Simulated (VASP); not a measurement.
# B (R-3m) in VASP: further runs

B is run at these levels: PBE; tasks: single point.

All numbers are computed with VASP 6.6.1; they aren't measurements. Logs are shortened: lines on timing, memory, paths and dates and some standing lists are left out, and cuts for length are marked.

## 1. The cell of the first run

Symmetry: R-3m, No. 166, trigonal system. The conventional cell has a = 4.899 Å, b = 4.899 Å, c = 12.546 Å, α = 90.00°, β = 90.00°, γ = 120.00°. Within 2.2 Å of B (site symmetry m) lie 6 B at 1.67 to 1.80 Å. Within 2.4 Å of B (site symmetry m) lie 7 B at 1.78 to 2.01 Å.

## 2. Single point, PBE

Contents of INCAR:

```
SYSTEM = B
PREC     = Accurate       ! precision mode
ENCUT    = 520            ! plane-wave cutoff, eV
EDIFF    = 1E-6           ! SCF threshold, eV
ISMEAR   = -1             ! smearing method
SIGMA    = 0.02           ! smearing width, eV
LREAL    = .False.        ! projectors in reciprocal space
LASPH    = .True.         ! aspherical terms in the spheres
NELM     = 60             ! most SCF steps
ALGO     = Normal         ! electronic algorithm
ISIF     = 2              ! what is computed and relaxed
LWAVE    = .False.        ! write WAVECAR
LCHARG   = .False.        ! write CHGCAR
GGA      = PE             ! functional
NBANDS   = 30             ! bands
```

Contents of KPOINTS:

```
Automatic mesh
0
Gamma
  6 6 6
  0 0 0
```

Contents of POSCAR:

```
B
1.0
    2.4493160251      1.4141132665      4.1821054498
   -2.4493160251      1.4141132665      4.1821054498
    0.0000000000     -2.8282265329      4.1821054498
B
12
Direct
    0.0102798215      0.6540682275      0.0102798215
    0.0102798215      0.0102798215      0.6540682275
    0.6540682275      0.0102798215      0.0102798215
    0.3459317725      0.9897201785      0.9897201785
    0.9897201785      0.3459317725      0.9897201785
    0.9897201785      0.9897201785      0.3459317725
    0.2210320958      0.6306173508      0.2210320958
    0.2210320958      0.2210320958      0.6306173508
    0.6306173508      0.2210320958      0.2210320958
    0.3693826492      0.7789679042      0.7789679042
    0.7789679042      0.3693826492      0.7789679042
    0.7789679042      0.7789679042      0.3693826492
```

Potentials or basis: VASP PAW PBE potentials, release 64 (B).

Started as:

```bash
cat potpaw_PBE.64/B/POTCAR > POTCAR
mpirun -np 1 vasp_std > vasp.out
```

OUTCAR:

```text
SYSTEM = B
   PREC = Accurate
   ENCUT = 520
   EDIFF = 1E-6
   ISMEAR = -1
   LREAL = .False.
   LASPH = .True.
   NELM = 60
   ISIF = 2
   GGA = PE

 ion  position               nearest neighbor table
   1  0.010  0.654  0.010-   5 1.67   3 1.74   2 1.74   7 1.79  12 1.80  10 1.80
   2  0.010  0.010  0.654-   6 1.67   3 1.74   1 1.74   8 1.79  10 1.80  11 1.80
   3  0.654  0.010  0.010-   4 1.67   1 1.74   2 1.74   9 1.79  12 1.80  11 1.80
   4  0.346  0.990  0.990-   3 1.67   5 1.74   6 1.74  10 1.79   8 1.80   7 1.80
   5  0.990  0.346  0.990-   1 1.67   4 1.74   6 1.74  11 1.79   8 1.80   9 1.80
   6  0.990  0.990  0.346-   2 1.67   4 1.74   5 1.74  12 1.79   9 1.80   7 1.80
   7  0.221  0.631  0.221-  12 1.78  10 1.78   1 1.79   6 1.80   4 1.80   9 2.01   8 2.01
   8  0.221  0.221  0.631-  10 1.78  11 1.78   2 1.79   4 1.80   5 1.80   7 2.01   9 2.01
   9  0.631  0.221  0.221-  12 1.78  11 1.78   3 1.79   6 1.80   5 1.80   7 2.01   8 2.01
  10  0.369  0.779  0.779-   8 1.78   7 1.78   4 1.79   2 1.80   1 1.80  11 2.01  12 2.01
  11  0.779  0.369  0.779-   8 1.78   9 1.78   5 1.79   2 1.80   3 1.80  10 2.01  12 2.01
  12  0.779  0.779  0.369-   7 1.78   9 1.78   6 1.79   3 1.80   1 1.80  10 2.01  11 2.01

  LATTYP: Found a trigonal (rhomboedric) cell.
 ALAT       =     5.0486504449
 COS(alpha) =     0.5292730763

  Lattice vectors:

 A1 = (   2.4493160251,   1.4141132665,   4.1821054498)
 A2 = (  -2.4493160251,   1.4141132665,   4.1821054498)
 A3 = (   0.0000000000,  -2.8282265329,   4.1821054498)

Analysis of symmetry for initial positions (statically):
=====================================================================
 Subroutine PRICEL returns:
 Original cell was already a primitive cell.

 Routine SETGRP: Setting up the symmetry group for a
 trigonal (rhombohedral) supercell.

 Subroutine GETGRP returns: Found 12 space group operations
 (whereof 12 operations were pure point group operations)
 out of a pool of 12 trial point group operations.

The static configuration has the point symmetry D_3d.

Analysis of symmetry for dynamics (positions and initial velocities):
=====================================================================
 Subroutine PRICEL returns:
 Original cell was already a primitive cell.

 Routine SETGRP: Setting up the symmetry group for a
 trigonal (rhombohedral) supercell.

 Subroutine GETGRP returns: Found 12 space group operations
 (whereof 12 operations were pure point group operations)
 out of a pool of 12 trial point group operations.

The dynamic configuration has the point symmetry D_3d.

 Subroutine INISYM returns: Found 12 space group operations
 (whereof 12 operations are pure point group operations),
 and found     1 'primitive' translations

----------------------------------------------------------------------------------------

                                     Primitive cell

  volume of cell :      86.9111

  direct lattice vectors                    reciprocal lattice vectors
     2.449316025  1.414113267  4.182105450     0.204138623  0.117859489  0.079704670
    -2.449316025  1.414113267  4.182105450    -0.204138623  0.117859489  0.079704670
     0.000000000 -2.828226533  4.182105450     0.000000000 -0.235718978  0.079704670

  length of vectors
     5.048650445  5.048650445  5.048650445     0.248829803  0.248829803  0.248829803

  position of ions in fractional coordinates (direct lattice)
     0.010279821  0.654068227  0.010279821
     0.010279821  0.010279821  0.654068227
     0.654068227  0.010279821  0.010279821
     0.345931773  0.989720179  0.989720179
     0.989720179  0.345931773  0.989720179
     0.989720179  0.989720179  0.345931773
     0.221032096  0.630617351  0.221032096
     0.221032096  0.221032096  0.630617351
     0.630617351  0.221032096  0.221032096
     0.369382649  0.778967904  0.778967904
     0.778967904  0.369382649  0.778967904
     0.778967904  0.778967904  0.369382649

  ion indices of the primitive-cell ions
   primitive index   ion index
                 1           1
                 2           2
                 3           3
                 4           4
                 5           5
                 6           6
                 7           7
                 8           8
                 9           9
                10          10
                11          11
                12          12

----------------------------------------------------------------------------------------

 KPOINTS: Automatic mesh

Automatic generation of k-mesh.
 Grid dimensions read from file:
 generate k-points for:    6    6    6

 Generating k-lattice:

  Cartesian coordinates                     Fractional coordinates (reciprocal lattice)
     0.034023104  0.019643248  0.013284112     0.166666667  0.000000000  0.000000000
    -0.034023104  0.019643248  0.013284112     0.000000000  0.166666667  0.000000000
     0.000000000 -0.039286496  0.013284112     0.000000000  0.000000000  0.166666667

  Length of vectors
     0.041471634  0.041471634  0.041471634

  Shift w.r.t. Gamma in fractional coordinates (k-lattice)
     0.000000000  0.000000000  0.000000000

 Subroutine IBZKPT returns following result:
 ===========================================

 Found     32 irreducible k-points:

 Following reciprocal coordinates:
            Coordinates               Weight
  0.000000  0.000000  0.000000      1.000000
  0.166667  0.000000  0.000000      6.000000
  0.333333 -0.000000  0.000000      6.000000
  0.500000  0.000000  0.000000      3.000000
  0.166667  0.166667  0.000000      6.000000
  0.333333  0.166667  0.000000     12.000000
[... 16 lines left out ...]
  0.500000  0.500000  0.166667      6.000000
 -0.333333  0.500000  0.166667     12.000000
 [... further k-points ...]
   k-points           NKPTS =     32   k-points in BZ     NKDIM =     32   number of bands    NBANDS=     30
   number of dos      NEDOS =    301   number of ions     NIONS =     12
   total plane-waves  NPLWV =  64000
   dimension x,y,z NGX =    40 NGY =   40 NGZ =   40
   dimension x,y,z NGXF=    80 NGYF=   80 NGZF=   80
   ions per type =              12
   NGX,Y,Z   is equivalent  to a cutoff of  13.17, 13.17, 13.17 a.u.
   NGXF,Y,Z  is equivalent  to a cutoff of  26.34, 26.34, 26.34 a.u.
 SYSTEM =  B
   PREC   = accura    normal or accurate (medium, high low for compatibility)
   ISTART =      0    job   : 0-new  1-cont  2-samecut
   ICHARG =      2    charge: 1-file 2-atom 10-const
   ISPIN  =      1    spin polarized calculation?
   LNONCOLLINEAR =      F non collinear calculations
   LSORBIT =      F    spin-orbit coupling
   LASPH  =      T    aspherical Exc in radial PAW
   ENCUT  =  520.0 eV  38.22 Ry    6.18 a.u.   9.39  9.39  9.39*2*pi/ulx,y,z
   NELM   =     60;   NELMIN=  2; NELMDL= -5     # of ELM steps
   EDIFF  = 0.1E-05   stopping-criterion for ELM
   LREAL  =      F    real-space projection
   EDIFFG = 0.1E-04   stopping-criterion for IOM
   NSW    =      0    number of steps for IOM
[... 5 lines left out ...]
   TEBEG  =    0.0;   TEEND  =   0.0 temperature during run
   PSTRESS=    0.0 pullay stress
   NELECT =      36.0000    total number of electrons
   NUPDOWN=      -1.0000    fix difference up-down
   EMIN   =  10.00;   EMAX   =-10.00  energy-range for DOS
   EFERMI =   0.00;   METHOD = LEGACY
   ISMEAR =    -1;   SIGMA  =   0.02  broadening in eV -4-tet -1-fermi 0-gaus
   EFERMI_NEDOS =   21; number of points for ismear=-14 and -15
   IALGO  =     38    algorithm
   IMIX   =      4    mixing-type and parameters
     AMIX     =   0.40;   BMIX     =  1.00
     AMIX_MAG =   1.60;   BMIX_MAG =  1.00
  volume/ion in A,a.u.               =       7.24        48.88
  Fermi-wavevector in a.u.,A,eV,Ry     =   1.220349  2.306125 20.262487  1.489251
  Thomas-Fermi vector in A             =   2.355569
   LORBIT       =      0    0 simple, 1 ext, 2 COOP (PROOUT), +10 PAW based schemes
   GGA     = PE    functional components
   LHFCALC =     F    Hartree Fock is set to
   AEXX    =    0.0000 exact exchange contribution
   IVDW    =     0    specifies the selected vdW correction
   LEPSILON=     F    determine dielectric tensor
   LRPA    =     F    only Hartree local field effects (RPA)
 non-spin polarized calculation
  energy-cutoff  :      520.00
  volume of cell :       86.91
 maximum number of plane-waves:      2362
 NGX is ok and might be reduce to    40
   NGX = 19   NGY = 19   NGZ = 19

 number of electron      36.0000000 magnetization

 Free energy of the ion-electron system (eV)
  ---------------------------------------------------
  ext. energy  EPLUGINS =         0.00000000
  ---------------------------------------------------
  free energy    TOTEN  =       -80.45873347 eV

  energy without entropy =      -80.45873347  energy(sigma->0) =      -80.45873347

 E-fermi :   6.3136     XC(G=0): -11.5561

 val. band max:        5.9095323176   @ k =   0.5000   0.5000   0.5000
 cond. band min:       7.3794852383   @ k =   0.5000   0.5000   0.0000
 fundamental gap:      1.4699529207
 Fermi energy:         6.3136140029

 k-point     1 :       0.0000    0.0000    0.0000
  band No.  band energies     occupation
      1     -10.2703      2.00000
      2      -4.5339      2.00000
      3      -4.2801      2.00000
      4      -4.2801      2.00000
      5      -3.2130      2.00000
      6      -2.5660      2.00000
[... 22 lines left out ...]
     29      15.6110      0.00000
     30      16.1154      0.00000

 k-point     2 :       0.1667    0.0000    0.0000
  band No.  band energies     occupation
      1     -10.1151      2.00000
      2      -5.4174      2.00000
      3      -4.6184      2.00000
      4      -4.5203      2.00000
      5      -3.0547      2.00000
      6      -2.3857      2.00000
[... 718 lines left out ...]
 k-point    24 :      -0.3333    0.5000    0.1667
  band No.  band energies     occupation
      1      -9.1444      2.00000
      2      -6.9772      2.00000
      3      -6.1444      2.00000
      4      -5.6802      2.00000
      5      -3.0047      2.00000
      6      -2.4649      2.00000
[... 22 lines left out ...]
     29      14.8382      0.00000
     30      15.8429      0.00000

 [... further k-points ...]

------------------------ aborting loop because EDIFF is reached ----------------------------------------

  FORCE on cell =-STRESS in cart. coord.  units (eV):
  Direction    XX          YY          ZZ          XY          YZ          ZX
  --------------------------------------------------------------------------------------
  -------------------------------------------------------------------------------------
  Total        0.0492152      0.0492152      0.0273789      0.0000000      0.0000000     -0.0000000
  in kB        0.9072662      0.9072662      0.5047202      0.0000000      0.0000000     -0.0000000
  external PRESSURE =       0.7730842 kB  Pullay stress =       0.0000000 kB

 VOLUME and BASIS-vectors are now :
 -----------------------------------------------------------------------------
  energy-cutoff  :      520.00
  volume of cell :       86.91
      direct lattice vectors                 reciprocal lattice vectors
     2.449316025  1.414113267  4.182105450     0.204138623  0.117859489  0.079704670
    -2.449316025  1.414113267  4.182105450    -0.204138623  0.117859489  0.079704670
     0.000000000 -2.828226533  4.182105450     0.000000000 -0.235718978  0.079704670

 POSITION                                       TOTAL-FORCE (eV/Angst)
 -----------------------------------------------------------------------------------
     -1.57684      0.91039      2.82136         0.008094     -0.004673     -0.008339
      0.00000     -1.82078      2.82136         0.000000      0.009347     -0.008339
      1.57684      0.91039      2.82136        -0.008094     -0.004673     -0.008339
     -1.57684     -0.91039      9.72495         0.008094      0.004673      0.008339
      1.57684     -0.91039      9.72495        -0.008094      0.004673      0.008339
      0.00000      1.82078      9.72495         0.000000     -0.009347      0.008339
     -1.00320      0.57920      4.48607         0.010777     -0.006222      0.002881
      0.00000     -1.15840      4.48607         0.000000      0.012444      0.002881
      1.00320      0.57920      4.48607        -0.010777     -0.006222      0.002881
     -1.00320     -0.57920      8.06025         0.010777      0.006222     -0.002881
      1.00320     -0.57920      8.06025        -0.010777      0.006222     -0.002881
      0.00000      1.15840      8.06025         0.000000     -0.012444     -0.002881
 -----------------------------------------------------------------------------------
    total drift:                               -0.000000     -0.000000      0.000000

  FREE ENERGIE OF THE ION-ELECTRON SYSTEM (eV)
  ---------------------------------------------------
  free  energy   TOTEN  =       -80.4587334703 eV

  energy  without entropy=      -80.4587334703  energy(sigma->0) =      -80.45873347
```

Wall time 2.5 min (1 thread of Intel Xeon 8259CL, shared host); peak memory 0.25 GiB.

Results:

| Item | Value |
| --- | --- |
| Free energy | -80.4587 eV |
| Pressure | 0.1 GPa |
| Largest force | 0.013 eV/Å |
| Band gap on the k mesh | 1.47 eV (least direct gap 1.86 eV) |

Forces on the atoms (eV/Å):
```
B    0.008 -0.005 -0.008
B    0.000  0.009 -0.008
B   -0.008 -0.005 -0.008
B    0.008  0.005  0.008
B   -0.008  0.005  0.008
B    0.000 -0.009  0.008
B    0.011 -0.006  0.003
B    0.000  0.012  0.003
B   -0.011 -0.006  0.003
B    0.011  0.006 -0.003
B   -0.011  0.006 -0.003
B    0.000 -0.012 -0.003
```

[end of part 1 of 2]
